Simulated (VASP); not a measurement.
Runs of VASP 6.6.1 on Ti. The structure is that of space group Im-3m (No. 229), or close to it. The cells are those of the table. This isn't the form of Ti at room conditions, which is hcp.

```csv
cell,gap on the mesh (eV),pressure (GPa)
"a = 2.835 Å, angles 109.5°, 1 atom",none,-1.7
"a = 2.816 Å, angles 109.5°, 1 atom",none,(b)
"a = 2.797 Å, angles 109.5°, 1 atom",none,2.8
"a = 2.759 Å, angles 109.5°, 1 atom",none,(a)
"a = 2.871 Å, angles 109.5°, 1 atom",none,-5.4
```

Alike in all rows: task electric field gradients; level r2SCAN; potentials or basis VASP PAW PBE potentials, release 64 (Ti_sv); no spin polarisation; k mesh 18 × 18 × 18; cutoff (eV) 520; smearing fermi-dirac 0.05 eV.

Q: Estimate the missing entries.

A: (a) 8.2; (b) 0.5.

Caveats: the PAW data sets were made with another functional, which shifts forces and pressure a little; the cell stands under pressure (at least some runs); the cell stands under tension (at least some runs).

A gap of «none» marks levels without a gap at the run's occupations.
